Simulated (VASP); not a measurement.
# AgBr (Fm-3m) in VASP: notebook

AgBr is run at these levels: PBEsol; tasks: single point, relaxation of cell and atoms.

All numbers are computed with VASP 6.6.1; they aren't measurements. Logs are shortened: lines on timing, memory, paths and dates and some standing lists are left out, and cuts for length are marked.

**1. The cell of the first run**

It takes space group Fm-3m (No. 225, cubic). Conventional cell: a = 5.674 Å, b = 5.674 Å, c = 5.674 Å, α = 90.00°, β = 90.00°, γ = 90.00°. Within 3.7 Å of Ag (site symmetry m-3m) lie 6 Br at 2.84 Å. Within 3.7 Å of Br (site symmetry m-3m) lie 6 Ag at 2.84 Å.

**2. Single point, PBEsol**

INCAR

```
SYSTEM = AgBr
PREC = Accurate
ENCUT = 500
EDIFF = 1E-6
ISMEAR = 0
SIGMA = 0.02
LREAL = .FALSE.
LASPH = .TRUE.
NELM = 120
ALGO = Normal
ISIF = 2
LWAVE = .FALSE.
LCHARG = .TRUE.
GGA = PS
LELF = .TRUE.
LVHAR = .TRUE.
NBANDS = 16
GGA_COMPAT = .FALSE.
```

KPOINTS

```
regular mesh
0
G
  10 10 10
  0 0 0
```

POSCAR

```
AgBr
1.0
    0.0000000000      2.8369975609      2.8369975609
    2.8369975609      0.0000000000      2.8369975609
    2.8369975609      2.8369975609      0.0000000000
Ag Br
1 1
Direct
    0.5000000000      0.5000000000      0.5000000000
    0.0000000000      0.0000000000      0.0000000000
```

Potentials or basis: VASP PAW PBE potentials, release 64 (Ag, Br).

Launch:

```bash
$ cat potpaw_PBE.64/Ag/POTCAR potpaw_PBE.64/Br/POTCAR > POTCAR
$ mpirun -np 1 vasp_std > vasp.out
```

OUTCAR:

```text
SYSTEM = AgBr
   PREC = Accurate
   ENCUT = 500
   EDIFF = 1E-6
   ISMEAR = 0
   LREAL = .FALSE.
   LASPH = .TRUE.
   NELM = 120
   ISIF = 2
   GGA = PS

 ion  position               nearest neighbor table
   1  0.500  0.500  0.500-   2 2.84   2 2.84   2 2.84   2 2.84   2 2.84   2 2.84
   2  0.000  0.000  0.000-   1 2.84   1 2.84   1 2.84   1 2.84   1 2.84   1 2.84

  LATTYP: Found a face centered cubic cell.
 ALAT       =     5.6739951218

  Lattice vectors:

 A1 = (   0.0000000000,   2.8369975609,   2.8369975609)
 A2 = (   2.8369975609,   0.0000000000,   2.8369975609)
 A3 = (   2.8369975609,   2.8369975609,   0.0000000000)

Analysis of symmetry for initial positions (statically):
=====================================================================
 Subroutine PRICEL returns:
 Original cell was already a primitive cell.

 Routine SETGRP: Setting up the symmetry group for a
 face centered cubic supercell.

 Subroutine GETGRP returns: Found 48 space group operations
 (whereof 48 operations were pure point group operations)
 out of a pool of 48 trial point group operations.

The static configuration has the point symmetry O_h .

Analysis of symmetry for dynamics (positions and initial velocities):
=====================================================================
 Subroutine PRICEL returns:
 Original cell was already a primitive cell.

 Routine SETGRP: Setting up the symmetry group for a
 face centered cubic supercell.

 Subroutine GETGRP returns: Found 48 space group operations
 (whereof 48 operations were pure point group operations)
 out of a pool of 48 trial point group operations.

The dynamic configuration has the point symmetry O_h .

 Subroutine INISYM returns: Found 48 space group operations
 (whereof 48 operations are pure point group operations),
 and found     1 'primitive' translations

----------------------------------------------------------------------------------------

                                     Primitive cell

  volume of cell :      45.6675

  direct lattice vectors                    reciprocal lattice vectors
     0.000000000  2.836997561  2.836997561    -0.176242661  0.176242661  0.176242661
     2.836997561  0.000000000  2.836997561     0.176242661 -0.176242661  0.176242661
     2.836997561  2.836997561  0.000000000     0.176242661  0.176242661 -0.176242661

  length of vectors
     4.012120427  4.012120427  4.012120427     0.305261244  0.305261244  0.305261244

  position of ions in fractional coordinates (direct lattice)
[... 75 lines left out ...]
   LSORBIT =      F    spin-orbit coupling
   LASPH  =      T    aspherical Exc in radial PAW
   ENCUT  =  500.0 eV  36.75 Ry    6.06 a.u.   7.32  7.32  7.32*2*pi/ulx,y,z
   NELM   =    120;   NELMIN=  2; NELMDL= -5     # of ELM steps
   EDIFF  = 0.1E-05   stopping-criterion for ELM
   LREAL  =      F    real-space projection
   EDIFFG = 0.1E-04   stopping-criterion for IOM
   NSW    =      0    number of steps for IOM
   IBRION =     -1    ionic relax: 0-MD 1-quasi-New 2-CG
   NFREE  =      0    steps in history (QN), initial steepest desc. (CG)
   ISIF   =      2    stress and relaxation
   ISYM   =      2    0-nonsym 1-usesym 2-fastsym
   POTIM  = 0.5000    time-step for ionic-motion
   TEBEG  =    0.0;   TEEND  =   0.0 temperature during run
   PSTRESS=    0.0 pullay stress
   NELECT =      18.0000    total number of electrons
   NUPDOWN=      -1.0000    fix difference up-down
   EMIN   =  10.00;   EMAX   =-10.00  energy-range for DOS
   EFERMI =   0.00;   METHOD = LEGACY
   ISMEAR =     0;   SIGMA  =   0.02  broadening in eV -4-tet -1-fermi 0-gaus
   EFERMI_NEDOS =   21; number of points for ismear=-14 and -15
   IALGO  =     38    algorithm
   IMIX   =      4    mixing-type and parameters
     AMIX     =   0.40;   BMIX     =  1.00
     AMIX_MAG =   1.60;   BMIX_MAG =  1.00
  volume/ion in A,a.u.               =      22.83       154.09
  Fermi-wavevector in a.u.,A,eV,Ry     =   1.200319  2.268274 19.602810  1.440766
  Thomas-Fermi vector in A             =   2.336158
   LORBIT       =      0    0 simple, 1 ext, 2 COOP (PROOUT), +10 PAW based schemes
   GGA     = PS    functional components
   LHFCALC =     F    Hartree Fock is set to
   AEXX    =    0.0000 exact exchange contribution
   IVDW    =     0    specifies the selected vdW correction
   LEPSILON=     F    determine dielectric tensor
   LRPA    =     F    only Hartree local field effects (RPA)
 non-spin polarized calculation
 Gauss-broadening in eV      SIGMA  =   0.02
  energy-cutoff  :      500.00
  volume of cell :       45.67
 maximum number of plane-waves:      1211
 NGX is ok and might be reduce to    30
   NGX = 15   NGY = 15   NGZ = 15

 number of electron      17.9999998 magnetization

 Free energy of the ion-electron system (eV)
  ---------------------------------------------------
  ext. energy  EPLUGINS =         0.00000000
  ---------------------------------------------------
  free energy    TOTEN  =        -5.69842974 eV

  energy without entropy =       -5.69842974  energy(sigma->0) =       -5.69842974

 E-fermi :   4.0771     XC(G=0): -10.2650

 val. band max:        3.9365759349   @ k =   0.5000   0.0000   0.0000
 cond. band min:       4.4348054928   @ k =   0.0000   0.0000   0.0000
 fundamental gap:      0.4982295579
 Fermi energy:         4.0770674539

 k-point     1 :       0.0000    0.0000    0.0000
  band No.  band energies     occupation
      1     -11.4099      2.00000
      2       0.9563      2.00000
      3       0.9563      2.00000
      4       0.9563      2.00000
      5       0.9566      2.00000
      6       0.9566      2.00000
[... 433 lines left out ...]
      3       0.3049      2.00000
      4       0.4109      2.00000
      5       0.9031      2.00000
      6       1.2645      2.00000
[... 8 lines left out ...]
     15      18.3580      0.00000
     16      19.2229      0.00000

 [... further k-points ...]
[... 5 lines left out ...]
  --------------------------------------------------------------------------------------
  -------------------------------------------------------------------------------------
  Total       -0.0047417     -0.0047417     -0.0047417      0.0000000     -0.0000000      0.0000000
  in kB       -0.1663548     -0.1663548     -0.1663548      0.0000000     -0.0000000      0.0000000
  external PRESSURE =      -0.1663548 kB  Pullay stress =       0.0000000 kB

 VOLUME and BASIS-vectors are now :
 -----------------------------------------------------------------------------
  energy-cutoff  :      500.00
  volume of cell :       45.67
      direct lattice vectors                 reciprocal lattice vectors
     0.000000000  2.836997561  2.836997561    -0.176242661  0.176242661  0.176242661
     2.836997561  0.000000000  2.836997561     0.176242661 -0.176242661  0.176242661
     2.836997561  2.836997561  0.000000000     0.176242661  0.176242661 -0.176242661

 POSITION                                       TOTAL-FORCE (eV/Angst)
 -----------------------------------------------------------------------------------
      2.83700      2.83700      2.83700        -0.000000     -0.000000     -0.000000
      0.00000      0.00000      0.00000         0.000000      0.000000      0.000000
 -----------------------------------------------------------------------------------
    total drift:                                0.000000      0.000000      0.000000

  FREE ENERGIE OF THE ION-ELECTRON SYSTEM (eV)
  ---------------------------------------------------
  free  energy   TOTEN  =        -5.6984297390 eV

  energy  without entropy=       -5.6984297390  energy(sigma->0) =       -5.69842974
```

stdout:

```text
POSCAR found type information on POSCAR AgBr
 POSCAR found :  2 types and       2 ions
 scaLAPACK will be used
 -----------------------------------------------------------------------------
|                                                                             |
|                                                                             |
|     You enforced a specific xc type in the INCAR file but a different       |
|     I HOPE YOU KNOW WHAT YOU ARE DOING!                                     |
|                                                                             |
 -----------------------------------------------------------------------------

 LDA part: xc-table for (Slater+PW92), standard interpolation
 POSCAR, INCAR and KPOINTS ok, starting setup
 FFT: planning ... GRIDC
 FFT: planning ... GRID_SOFT
 FFT: planning ... GRID
 WAVECAR not read
 entering main loop
```

Wall time 28 s (1 thread of Intel Xeon 6975P-C, shared host); peak memory 0.19 GiB.

What came out:

| Item | Value |
| --- | --- |
| Free energy | -5.6984 eV |
| Pressure | 0.0 GPa |
| Band gap on the k mesh | 0.50 eV, indirect (least direct gap 2.58 eV) |

Caveat: the PAW data sets were made with another functional, which shifts forces and pressure a little.

**3. Relaxation of cell and atoms, PBEsol**

This run uses another cell than the first one, of 24.04 Å³/atom, 1.053 times its volume.

INCAR

```
ALGO = Normal
EDIFF = 1E-7
EDIFFG = -0.005
ENCUT = 500
GGA = PS
GGA_COMPAT = F
IBRION = 2
ISIF = 3
ISMEAR = 0
LASPH = T
LCHARG = F
LREAL = F
LWAVE = F
NELM = 120
NELMIN = 4
NSW = 100
PREC = Accurate
SIGMA = 0.02
```

KPOINTS

```
k-points
0
Gamma
  10 10 10
```

POSCAR

```
AgBr
1.0
    0.0000000000      2.8860500000      2.8860500000
    2.8860500000      0.0000000000      2.8860500000
    2.8860500000      2.8860500000      0.0000000000
Ag Br
1 1
Direct
    0.5000000000      0.5000000000      0.5000000000
    0.0000000000      0.0000000000      0.0000000000
```

Potentials or basis: VASP PAW PBE potentials, release 64 (Ag, Br).

Launch:

```bash
$ cat potpaw_PBE.64/Ag/POTCAR potpaw_PBE.64/Br/POTCAR > POTCAR
$ mpirun -np 1 vasp_std > vasp.out
```

OUTCAR:

```text
EDIFF = 1E-7
   EDIFFG = -0.005
   ENCUT = 500
   GGA = PS
   IBRION = 2
   ISIF = 3
   ISMEAR = 0
   LASPH = T
   LREAL = F
   NELM = 120
   NELMIN = 4
   NSW = 100
   PREC = Accurate

 ion  position               nearest neighbor table
   1  0.500  0.500  0.500-   2 2.89   2 2.89   2 2.89   2 2.89   2 2.89   2 2.89
   2  0.000  0.000  0.000-   1 2.89   1 2.89   1 2.89   1 2.89   1 2.89   1 2.89

  LATTYP: Found a face centered cubic cell.
 ALAT       =     5.7721000000

  Lattice vectors:

 A1 = (   0.0000000000,   2.8860500000,   2.8860500000)
 A2 = (   2.8860500000,   0.0000000000,   2.8860500000)
 A3 = (   2.8860500000,   2.8860500000,   0.0000000000)

Analysis of symmetry for initial positions (statically):
=====================================================================
 Subroutine PRICEL returns:
 Original cell was already a primitive cell.

 Routine SETGRP: Setting up the symmetry group for a
 face centered cubic supercell.

 Subroutine GETGRP returns: Found 48 space group operations
 (whereof 48 operations were pure point group operations)
 out of a pool of 48 trial point group operations.

The static configuration has the point symmetry O_h .

Analysis of symmetry for dynamics (positions and initial velocities):
=====================================================================
 Subroutine PRICEL returns:
 Original cell was already a primitive cell.

 Routine SETGRP: Setting up the symmetry group for a
 face centered cubic supercell.

 Subroutine GETGRP returns: Found 48 space group operations
 (whereof 48 operations were pure point group operations)
 out of a pool of 48 trial point group operations.

The dynamic configuration has the point symmetry O_h .

 Subroutine INISYM returns: Found 48 space group operations
 (whereof 48 operations are pure point group operations),
 and found     1 'primitive' translations

----------------------------------------------------------------------------------------
[... 169 lines left out ...]
    total drift:                                0.000000      0.000000      0.000000

  FREE ENERGIE OF THE ION-ELECTRON SYSTEM (eV)
  ---------------------------------------------------
  free  energy   TOTEN  =        -5.6798561170 eV

  energy  without entropy=       -5.6798561170  energy(sigma->0) =       -5.67985612

--------------------------------------- Ionic step        2  -------------------------------------------

 number of electron      17.9999997 magnetization

 Free energy of the ion-electron system (eV)
  ---------------------------------------------------
  ext. energy  EPLUGINS =         0.00000000
  ---------------------------------------------------
  free energy    TOTEN  =        -5.69894947 eV

  energy without entropy =       -5.69894947  energy(sigma->0) =       -5.69894947

 E-fermi :   4.0477     XC(G=0): -10.2672

 val. band max:        3.9422406381   @ k =   0.5000   0.0000   0.0000
 cond. band min:       4.4404522041   @ k =   0.0000   0.0000   0.0000
 fundamental gap:      0.4982115660
 Fermi energy:         4.0476524934

 k-point     1 :       0.0000    0.0000    0.0000
  band No.  band energies     occupation
      1     -11.4071      2.00000
      2       0.9598      2.00000
      3       0.9598      2.00000
      4       0.9598      2.00000
      5       0.9601      2.00000
      6       0.9601      2.00000
      7       1.8635      2.00000
      8       1.8635      2.00000
      9       1.8635      2.00000
     10       4.4405      0.00000
     11      13.7433      0.00000
     12      13.7433      0.00000
     13      13.7433      0.00000
[... 354 lines left out ...]
  band No.  band energies     occupation
      1     -10.9521      2.00000
      2      -0.9669      2.00000
      3       0.3079      2.00000
      4       0.4141      2.00000
      5       0.9065      2.00000
      6       1.2683      2.00000
      7       1.6305      2.00000
      8       1.9545      2.00000
      9       2.2808      2.00000
     10       6.4721      0.00000
     11      10.9137      0.00000
     12      11.4252      0.00000
     13      13.6234      0.00000

 [... further k-points ...]
[... 5 lines left out ...]
  --------------------------------------------------------------------------------------
  -------------------------------------------------------------------------------------
  Total       -0.0043238     -0.0043238     -0.0043238     -0.0000000      0.0000000      0.0000000
  in kB       -0.1517593     -0.1517593     -0.1517593     -0.0000000      0.0000000      0.0000000
  external PRESSURE =      -0.1517593 kB  Pullay stress =       0.0000000 kB

 VOLUME and BASIS-vectors are now :
 -----------------------------------------------------------------------------
  energy-cutoff  :      500.00
  volume of cell :       45.65
      direct lattice vectors                 reciprocal lattice vectors
     0.000000000  2.836583294  2.836583294    -0.176268400  0.176268400  0.176268400
     2.836583294  0.000000000  2.836583294     0.176268400 -0.176268400  0.176268400
     2.836583294  2.836583294 -0.000000000     0.176268400  0.176268400 -0.176268400

 POSITION                                       TOTAL-FORCE (eV/Angst)
 -----------------------------------------------------------------------------------
      2.83658      2.83658      2.83658        -0.000000      0.000000     -0.000000
      5.67317      2.83658      2.83658         0.000000     -0.000000      0.000000
 -----------------------------------------------------------------------------------
    total drift:                                0.000000      0.000000      0.000000

  FREE ENERGIE OF THE ION-ELECTRON SYSTEM (eV)
  ---------------------------------------------------
  free  energy   TOTEN  =        -5.6989494665 eV

  energy  without entropy=       -5.6989494665  energy(sigma->0) =       -5.69894947

 reached required accuracy - stopping structural energy minimisation
```

OSZICAR:

```text
N       E                     dE             d eps       ncg     rms          rms(c)
[... 16 lines left out ...]
DAV:   2    -0.573033478932E+01    0.46291E+00   -0.15629E+00  1222   0.154E+01    0.134E+00
DAV:   3    -0.570225682991E+01    0.28078E-01   -0.67625E-02  1232   0.190E+00    0.815E-01
DAV:   4    -0.569910619464E+01    0.31506E-02   -0.79186E-03  1282   0.617E-01    0.326E-01
DAV:   5    -0.569895874634E+01    0.14745E-03   -0.71866E-04  1345   0.434E-01    0.114E-01
DAV:   6    -0.569895476777E+01    0.39786E-05   -0.29056E-04  1342   0.217E-01    0.274E-02
DAV:   7    -0.569894911500E+01    0.56528E-05   -0.16343E-05  1227   0.330E-02    0.139E-02
DAV:   8    -0.569894944817E+01   -0.33317E-06   -0.88981E-07  1302   0.131E-02    0.697E-04
DAV:   9    -0.569894946650E+01   -0.18331E-07   -0.12182E-07   674   0.330E-03
   2 F= -.56989495E+01 E0= -.56989495E+01  d E =-.190933E-01
```

CONTCAR:

```text
AgBr
   1.00000000000000
     0.0000000000000000    2.8365832944178679    2.8365832944178679
     2.8365832944178679    0.0000000000000000    2.8365832944178679
     2.8365832944178679    2.8365832944178679   -0.0000000000000000
  Ag              Br
     1     1
Direct
     0.5000000000000000    0.5000000000000000    0.5000000000000000
     0.0000000000000000    1.0000000000000000    1.0000000000000000

  0.00000000E+00  0.00000000E+00  0.00000000E+00
  0.00000000E+00  0.00000000E+00  0.00000000E+00
```

Wall time 41 s (1 thread of Intel Xeon 6975P-C, shared host); peak memory 0.19 GiB.

What came out:

* Free energy: -5.6989 eV
* Relaxed volume: 22.82 Å³/atom
* Relaxed cell: a = 4.012 Å, b = 4.012 Å, c = 4.012 Å, α = 60.00°, β = 60.00°, γ = 60.00°
* Space group after relaxing (to 0.05 Å): Fm-3m (No. 225)
* Energy gained by relaxing: 9.5 meV/atom
* Ionic steps: 2
* Pressure after relaxing: 0.0 GPa
* Band gap on the k mesh: 0.50 eV, indirect (least direct gap 2.58 eV)

The path:
| step | energy change (eV) | largest force (eV/Å) | pressure (GPa) | volume (Å³) |
| --- | --- | --- | --- | --- |
| 1 | 0.0000 | 0.0000 | -2.37 | 48.08 |
| 2 | -0.0191 | 0.0000 | -0.02 | 45.65 |

Final structure:
```xyz
2
Lattice="0.0000 2.8366 2.8366 2.8366 0.0000 2.8366 2.8366 2.8366 0.0000" Properties=species:S:1:pos:R:3 pbc="T T T"
Ag    2.8366    2.8366    2.8366
Br    5.6732    2.8366    2.8366
```

Caveat: the PAW data sets were made with another functional, which shifts forces and pressure a little. As with any semilocal functional, this PBEsol gap is likely too small.
